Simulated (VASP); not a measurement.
Set up this calculation in VASP 6.6.1, as the native input.

```yaml
Task: single point
Functional: PBEsol
Potentials_or_basis: VASP PAW PBE potentials, release 64 (Al, Ru_pv)
Cutoff: 520 eV
k_mesh: 16 × 16 × 16
Occupations: gaussian, width 0.15 eV
Spin: no spin polarisation
Dipole_correction: no
Further_INCAR_settings: ALGO = Normal; EDIFF = 1e-07; NBANDS = 16
```

The structure of AlRu lies in POSCAR:

```
AlRu
1.0
    3.1411800000      0.0000000000      0.0000000000
    0.0000000000      3.1411800000      0.0000000000
    0.0000000000      0.0000000000      3.1411800000
Al Ru
1 1
Direct
    0.0000000000      0.0000000000      0.0000000000
    0.5000000000      0.5000000000      0.5000000000
```

This cell differs from its parent crystal: strain +0.050 along x and y, +0.050 along z.

The input as run:

INCAR

```
PREC     = Accurate       # precision mode
ENCUT    = 520            # plane-wave cutoff, eV
EDIFF    = 1E-7           # SCF threshold, eV
ISMEAR   = 0              # smearing method
SIGMA    = 0.15           # smearing width, eV
LREAL    = False          # projectors in reciprocal space
LASPH    = True           # aspherical terms in the spheres
NELM     = 100            # most SCF steps
ALGO     = Normal         # electronic algorithm
ISIF     = 2              # what is computed and relaxed
LWAVE    = False          # write WAVECAR
LCHARG   = False          # write CHGCAR
GGA      = PS             # functional
NBANDS   = 16             # bands
```

KPOINTS

```
regular mesh
0
Gamma
  16 16 16
```

Potentials or basis: VASP PAW PBE potentials, release 64 (Al, Ru_pv).

The run is started by

```bash
$ cat potpaw_PBE.64/Al/POTCAR potpaw_PBE.64/Ru_pv/POTCAR > POTCAR
$ mpirun -np 1 vasp_std > vasp.out
```

It gave:

The pressure is -24.8 GPa.

Caveat: the cell differs from its parent crystal (strain +0.050 along x and y, +0.050 along z); the PAW data sets were made with another functional, which shifts forces and pressure a little.

It took 38 s on 1 thread of AMD EPYC 9R45 96-Core Processor (Zen 5), with other jobs on the host, peak memory 0.17 GiB.
